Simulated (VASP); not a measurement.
Write the native input for VASP 6.6.1 that does the following.

```
Task                   : single point
Functional             : LDA
Potentials or basis    : VASP PAW LDA potentials, release 64 (Si, C)
Cutoff                 : 520 eV
k mesh                 : 8 × 8 × 4
Occupations            : gaussian, width 0.01 eV
Spin                   : no spin polarisation
Dipole correction      : no
Further INCAR settings : ALGO = Normal; EDIFF = 1e-06; NBANDS = 16
```

The structure of SiC lies in POSCAR:

```
SiC
1.0
    3.0563617626     -0.0076409044     -0.0076409044
   -1.5347980986      2.6507073818     -0.0027967651
   -0.0125397836     -0.0125397836      5.0159134482
Si C
2 2
Direct
    0.3338320156      0.6669597425      0.0045857997
    0.6669684846      0.3336262674      0.5045858580
    0.3336720593      0.6663799128      0.3804179426
    0.6655274405      0.3330340773      0.8804103997
```

This cell differs from its parent crystal: equal xy, yz and zx engineering shears of -0.5 %.

These files were run (other wordings do the same):

INCAR

```
PREC = Accurate ; ENCUT = 520
EDIFF = 1E-6 ; ISMEAR = 0
SIGMA = 0.01 ; LREAL = False
LASPH = True ; NELM = 80
ALGO = Normal ; ISIF = 2
LWAVE = False ; LCHARG = True
LELF = True ; LVHAR = True
NBANDS = 16
```

KPOINTS

```
Automatic mesh
0
Gamma
  8 8 4
```

Potentials or basis: VASP PAW LDA potentials, release 64 (Si, C).

Launch:

```sh
$ cat potpaw_LDA.64/Si/POTCAR potpaw_LDA.64/C/POTCAR > POTCAR
$ mpirun -np 1 vasp_std > vasp.out
```

Results of the run:

* Pressure: 0.4 GPa
* Band gap on the k mesh: 2.34 eV, indirect (least direct gap 3.89 eV)

Caveat: the cell differs from its parent crystal (equal xy, yz and zx engineering shears of -0.5 %).

Run time: 31 s on 1 thread of AMD EPYC 9R45 (Zen 5), with other jobs on the host, peak memory 0.15 GiB.
